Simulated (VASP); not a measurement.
# Cs4Sn3GeI12 (a cell with a defect) in VASP: single point with PBEsol

Aim: the single point of Cs4Sn3GeI12 (a cell with a defect) with PBEsol.

Everything below comes from runs of VASP 6.6.1. Logs are shortened: lines on timing, memory, paths and dates and some standing lists are left out, and cuts for length are marked.

## Step 1: The cell of the first run

The cell holds a defect, 40 atoms: a = 12.314 Å, b = 12.314 Å, c = 12.314 Å, α = 90.00°, β = 90.00°, γ = 90.00°.

## Step 2: Single point, PBEsol

Input file INCAR:

```
ALGO = Normal
EDIFF = 1E-6
ENCUT = 410
GGA = PS
GGA_COMPAT = False
ISIF = 2
ISMEAR = -1
ISYM = -1
LASPH = True
LCHARG = False
LREAL = Auto
LWAVE = False
NBANDS = 202
NELM = 120
PREC = Accurate
SIGMA = 0.05
```

Input file KPOINTS:

```
explicit points
1
Reciprocal
  0.25000000   0.25000000   0.25000000 1
```

Input file POSCAR:

```
Cs4Sn3GeI12
1.0
   12.3144620000      0.0000000000      0.0000000000
    0.0000000000     12.3144620000      0.0000000000
    0.0000000000      0.0000000000     12.3144620000
Cs Ge Sn I
8 2 6 24
Direct
    0.0092060000      0.0129400000      0.0180270000
    0.0111460000      0.0087570000      0.4988620000
    0.9963790000      0.4995020000      0.0061440000
    0.0102160000      0.4905140000      0.4975360000
    0.4908230000      0.0085270000      0.9983430000
    0.5027300000      0.9987930000      0.5058470000
    0.4925250000      0.4924410000      0.9989830000
    0.4925950000      0.4873220000      0.5219380000
    0.2575600000      0.2562770000      0.2627720000
    0.2465990000      0.2548810000      0.7631240000
    0.2511230000      0.7538710000      0.2500040000
    0.2493740000      0.7549260000      0.7500820000
    0.7543240000      0.2514670000      0.2510730000
    0.7484270000      0.2499110000      0.7510070000
    0.7495620000      0.7507890000      0.2492260000
    0.7511710000      0.7506280000      0.7490500000
    0.2447440000      0.2468690000      0.9878880000
    0.2530460000      0.2500230000      0.4877610000
    0.2112090000      0.7500660000      0.9990720000
    0.2882140000      0.7461700000      0.4986660000
    0.7503640000      0.2217090000      0.0001810000
    0.7476770000      0.2783310000      0.4998980000
    0.7902260000      0.7752910000      0.9983940000
    0.7093220000      0.7248390000      0.4993060000
    0.0022820000      0.2512530000      0.2501370000
    0.0086690000      0.2529810000      0.7447250000
    0.9997620000      0.7463420000      0.2855700000
    0.0011490000      0.7435290000      0.7070840000
    0.4893550000      0.2469430000      0.2438310000
    0.4956120000      0.2467250000      0.7504540000
    0.4996130000      0.7540890000      0.2073120000
    0.4997190000      0.7526030000      0.7859130000
    0.2471950000      0.0032260000      0.2480150000
    0.2487800000      0.0036000000      0.7438630000
    0.2493290000      0.4904870000      0.2453940000
    0.2521960000      0.4900250000      0.7492370000
    0.7510180000      0.0005300000      0.2766430000
    0.7515070000      0.0005560000      0.7199900000
    0.7483360000      0.5003290000      0.2205410000
    0.7466790000      0.4995220000      0.7773540000
```

Potentials or basis: VASP PAW PBE potentials, release 64 (Cs_sv, Ge_d, Sn_d, I).

Run with:

```console
cat potpaw_PBE.64/Cs_sv/POTCAR potpaw_PBE.64/Ge_d/POTCAR potpaw_PBE.64/Sn_d/POTCAR potpaw_PBE.64/I/POTCAR > POTCAR
mpirun -np 1 vasp_std > vasp.out
```

OUTCAR:

```text
EDIFF = 1E-6
   ENCUT = 410
   GGA = PS
   ISIF = 2
   ISMEAR = -1
   ISYM = -1
   LASPH = True
   LREAL = Auto
   NELM = 120
   PREC = Accurate

 ion  position               nearest neighbor table
   1  0.009  0.013  0.018-
   2  0.011  0.009  0.499-
   3  0.996  0.500  0.006-
   4  0.010  0.491  0.498-
   5  0.491  0.009  0.998-
   6  0.503  0.999  0.506-
   7  0.493  0.492  0.999-
   8  0.493  0.487  0.522-
   9  0.258  0.256  0.263-  18 2.77  29 2.87  35 2.89  33 3.12  25 3.15
  10  0.247  0.255  0.763-  17 2.77  36 2.90  26 2.94  30 3.07  34 3.10
  11  0.251  0.754  0.250-  33 3.07  20 3.10  31 3.10  27 3.13  19 3.13  35 3.24
  12  0.249  0.755  0.750-  34 3.06  19 3.10  28 3.11  32 3.11  20 3.13  36 3.26
  13  0.754  0.251  0.251-  25 3.05  22 3.08  39 3.09  37 3.11  21 3.11  29 3.26
  14  0.748  0.250  0.751-  21 3.09  40 3.09  38 3.09  22 3.11  30 3.11  26 3.21
  15  0.750  0.751  0.249-  37 3.09  39 3.10  27 3.11  31 3.12  24 3.14  23 3.14
  16  0.751  0.751  0.749-  38 3.10  40 3.11  28 3.12  23 3.12  32 3.13  24 3.13
  17  0.245  0.247  0.988-  10 2.77
  18  0.253  0.250  0.488-   9 2.77
  19  0.211  0.750  0.999-  12 3.10  11 3.13
  20  0.288  0.746  0.499-  11 3.10  12 3.13
  21  0.750  0.222  0.000-  14 3.09  13 3.11
  22  0.748  0.278  0.500-  13 3.08  14 3.11
  23  0.790  0.775  0.998-  16 3.12  15 3.14
  24  0.709  0.725  0.499-  16 3.13  15 3.14
[... 14 lines left out ...]
  39  0.748  0.500  0.221-  13 3.09  15 3.10
  40  0.747  0.500  0.777-  14 3.09  16 3.11

IMPORTANT INFORMATION: All symmetrisations will be switched off!
NOSYMM: (Re-)initialisation of all symmetry stuff for point group C_1.

----------------------------------------------------------------------------------------

                                     Primitive cell

  volume of cell :    1867.4386

  direct lattice vectors                    reciprocal lattice vectors
    12.314462000  0.000000000  0.000000000     0.081205334  0.000000000  0.000000000
     0.000000000 12.314462000  0.000000000     0.000000000  0.081205334  0.000000000
     0.000000000  0.000000000 12.314462000     0.000000000  0.000000000  0.081205334

  length of vectors
    12.314462000 12.314462000 12.314462000     0.081205334  0.081205334  0.081205334

  position of ions in fractional coordinates (direct lattice)
     0.009206000  0.012940000  0.018027000
     0.011146000  0.008757000  0.498862000
     0.996379000  0.499502000  0.006144000
     0.010216000  0.490514000  0.497536000
     0.490823000  0.008527000  0.998343000
     0.502730000  0.998793000  0.505847000
[... 32 lines left out ...]
     0.748336000  0.500329000  0.220541000
     0.746679000  0.499522000  0.777354000

  ion indices of the primitive-cell ions
   primitive index   ion index
                 1           1
                 2           2
                 3           3
                 4           4
                 5           5
                 6           6
[... 32 lines left out ...]
                39          39
                40          40

----------------------------------------------------------------------------------------

 KPOINTS: explicit points

Read explicit list of k-points.

 Found      1 k-points:

 Following reciprocal coordinates:
            Coordinates               Weight
  0.250000  0.250000  0.250000      1.000000
   k-points           NKPTS =      1   k-points in BZ     NKDIM =      1   number of bands    NBANDS=    202
   number of dos      NEDOS =    301   number of ions     NIONS =     40
   total plane-waves  NPLWV = 592704
   dimension x,y,z NGX =    84 NGY =   84 NGZ =   84
   dimension x,y,z NGXF=   168 NGYF=  168 NGZF=  168
   ions per type =               8   2   6  24
   NGX,Y,Z   is equivalent  to a cutoff of  11.34, 11.34, 11.34 a.u.
   NGXF,Y,Z  is equivalent  to a cutoff of  22.68, 22.68, 22.68 a.u.
 SYSTEM =  unknown system
   PREC   = accura    normal or accurate (medium, high low for compatibility)
   ISTART =      0    job   : 0-new  1-cont  2-samecut
   ICHARG =      2    charge: 1-file 2-atom 10-const
   ISPIN  =      1    spin polarized calculation?
   LNONCOLLINEAR =      F non collinear calculations
   LSORBIT =      F    spin-orbit coupling
   LASPH  =      T    aspherical Exc in radial PAW
   ENCUT  =  410.0 eV  30.13 Ry    5.49 a.u.  20.33 20.33 20.33*2*pi/ulx,y,z
   NELM   =    120;   NELMIN=  2; NELMDL= -5     # of ELM steps
   EDIFF  = 0.1E-05   stopping-criterion for ELM
   LREAL  =      T    real-space projection
   EDIFFG = 0.1E-04   stopping-criterion for IOM
   NSW    =      0    number of steps for IOM
   IBRION =     -1    ionic relax: 0-MD 1-quasi-New 2-CG
   NFREE  =      0    steps in history (QN), initial steepest desc. (CG)
   ISIF   =      2    stress and relaxation
   ISYM   =     -1    0-nonsym 1-usesym 2-fastsym
   POTIM  = 0.5000    time-step for ionic-motion
   TEBEG  =    0.0;   TEEND  =   0.0 temperature during run
   PSTRESS=    0.0 pullay stress
   NELECT =     352.0000    total number of electrons
   NUPDOWN=      -1.0000    fix difference up-down
   EMIN   =  10.00;   EMAX   =-10.00  energy-range for DOS
   EFERMI =   0.00;   METHOD = LEGACY
   ISMEAR =    -1;   SIGMA  =   0.05  broadening in eV -4-tet -1-fermi 0-gaus
   EFERMI_NEDOS =   21; number of points for ismear=-14 and -15
   IALGO  =     38    algorithm
   IMIX   =      4    mixing-type and parameters
     AMIX     =   0.40;   BMIX     =  1.00
     AMIX_MAG =   1.60;   BMIX_MAG =  1.00
  volume/ion in A,a.u.               =      46.69       315.05
  Fermi-wavevector in a.u.,A,eV,Ry     =   0.938657  1.773805 11.987781  0.881077
  Thomas-Fermi vector in A             =   2.065891
   LORBIT       =      0    0 simple, 1 ext, 2 COOP (PROOUT), +10 PAW based schemes
   GGA     = PS    functional components
   LHFCALC =     F    Hartree Fock is set to
   AEXX    =    0.0000 exact exchange contribution
   IVDW    =     0    specifies the selected vdW correction
   LEPSILON=     F    determine dielectric tensor
   LRPA    =     F    only Hartree local field effects (RPA)
 non-spin polarized calculation
  energy-cutoff  :      410.00
  volume of cell :     1867.44
 maximum number of plane-waves:     35255
 NGX is ok and might be reduce to    84
   NGX = 41   NGY = 41   NGZ = 41

 number of electron     351.9999932 magnetization

 Free energy of the ion-electron system (eV)
  ---------------------------------------------------
  ext. energy  EPLUGINS =         0.00000000
  ---------------------------------------------------
  free energy    TOTEN  =      -121.50674541 eV

  energy without entropy =     -121.50674541  energy(sigma->0) =     -121.50674541

 E-fermi :   2.6255     XC(G=0):  -7.7651

 val. band max:        1.5650839173   @ k =   0.2500   0.2500   0.2500
 cond. band min:       3.7039203247   @ k =   0.2500   0.2500   0.2500
 fundamental gap:      2.1388364074
 Fermi energy:         2.6254730285

 k-point     1 :       0.2500    0.2500    0.2500
  band No.  band energies     occupation
      1     -22.7606      2.00000
      2     -22.7579      2.00000
      3     -22.7521      2.00000
      4     -22.7487      2.00000
      5     -22.7463      2.00000
      6     -22.7455      2.00000
[... 180 lines left out ...]
    187       4.3166      0.00000
    188       4.3296      0.00000
 [bands above 188 left out]

------------------------ aborting loop because EDIFF is reached ----------------------------------------

  FORCE on cell =-STRESS in cart. coord.  units (eV):
  Direction    XX          YY          ZZ          XY          YZ          ZX
  --------------------------------------------------------------------------------------
  -------------------------------------------------------------------------------------
  Total      -11.4282281    -10.4332365    -10.2155595     -0.4501033     -0.3706280     -0.5038710
  in kB       -9.8048997     -8.9512421     -8.7644852     -0.3861682     -0.3179819     -0.4322984
  external PRESSURE =      -9.1735423 kB  Pullay stress =       0.0000000 kB

 VOLUME and BASIS-vectors are now :
 -----------------------------------------------------------------------------
  energy-cutoff  :      410.00
  volume of cell :     1867.44
      direct lattice vectors                 reciprocal lattice vectors
    12.314462000  0.000000000  0.000000000     0.081205334  0.000000000  0.000000000
     0.000000000 12.314462000  0.000000000     0.000000000  0.081205334  0.000000000
     0.000000000  0.000000000 12.314462000     0.000000000  0.000000000  0.081205334

 POSITION                                       TOTAL-FORCE (eV/Angst)
 -----------------------------------------------------------------------------------
      0.11337      0.15935      0.22199         0.002298     -0.001401     -0.007748
      0.13726      0.10784      6.14322        -0.001328      0.006243      0.010061
     12.26987      6.15110      0.07566        -0.000241      0.005045     -0.006057
      0.12580      6.04042      6.12689         0.007126     -0.001100      0.005026
      6.04422      0.10501     12.29406        -0.006093     -0.001399      0.001613
      6.19085     12.29960      6.22923        -0.002229     -0.005953     -0.005583
[... 32 lines left out ...]
      9.21536      6.16128      2.71584         0.001743      0.000823     -0.004184
      9.19495      6.15134      9.57270         0.003917     -0.005461      0.006808
 -----------------------------------------------------------------------------------
    total drift:                               -0.006685     -0.016794      0.006634

  FREE ENERGIE OF THE ION-ELECTRON SYSTEM (eV)
  ---------------------------------------------------
  free  energy   TOTEN  =      -121.5067454083 eV

  energy  without entropy=     -121.5067454054  energy(sigma->0) =     -121.50674541
```

Wall time 10 min (1 thread of Intel Xeon Platinum 8259CL at 2.50GHz (Skylake/Cascade Lake), shared host); peak memory 1.2 GiB.

Results:

```yaml
Free_energy: -121.5067 eV
Pressure: -0.9 GPa
Largest_force: 0.027 eV/Å
Band_gap_on_the_k_mesh: 2.14 eV
```

Forces on the atoms (eV/Å):
```
Cs   0.002 -0.001 -0.008
Cs  -0.001  0.006  0.010
Cs   0.000  0.005 -0.006
Cs   0.007 -0.001  0.005
Cs  -0.006 -0.001  0.002
Cs  -0.002 -0.006 -0.006
Cs  -0.002 -0.003  0.004
Cs   0.000  0.003 -0.005
Ge  -0.005  0.007  0.009
Ge   0.003  0.004  0.010
Sn   0.013  0.003 -0.005
Sn  -0.009 -0.011  0.004
Sn  -0.021  0.001  0.000
Sn   0.017 -0.001  0.005
Sn  -0.001 -0.003  0.004
Sn   0.010  0.008 -0.007
I    0.003  0.003  0.001
I   -0.011 -0.002  0.001
I    0.012 -0.002 -0.002
I   -0.006  0.004 -0.007
I   -0.001  0.003 -0.005
I    0.006  0.000 -0.008
I   -0.007 -0.003 -0.007
I    0.004  0.003 -0.001
I   -0.011 -0.001 -0.001
I   -0.006 -0.001  0.002
I    0.008  0.006  0.007
I   -0.005  0.001  0.002
I    0.027  0.001 -0.002
I   -0.004  0.000 -0.002
I    0.000 -0.001  0.000
I   -0.005 -0.005  0.003
I   -0.001 -0.007  0.002
I   -0.002 -0.011 -0.004
I    0.000 -0.004  0.002
I   -0.007  0.008  0.001
I   -0.003  0.005  0.002
I    0.000 -0.001 -0.002
I    0.002  0.001 -0.004
I    0.004 -0.005  0.007
```

Stress tensor (GPa, compression positive):
```
-0.98 -0.04 -0.04
-0.04 -0.90 -0.03
-0.04 -0.03 -0.88
```

Levels at points of the mesh, in eV from the valence-band top:
```csv
k point,band 172,band 173,band 174,band 175,band 176,band 177,band 178,band 179,band 180,band 181
"(0.25, 0.25, 0.25)",-0.51,-0.40,-0.28,-0.24,0.00,2.14,2.18,2.34,2.37,2.42
```

Caveat: the PAW data sets were made with another functional, which shifts forces and pressure a little; spin-orbit coupling is left out, which moves the levels of the heavy elements.
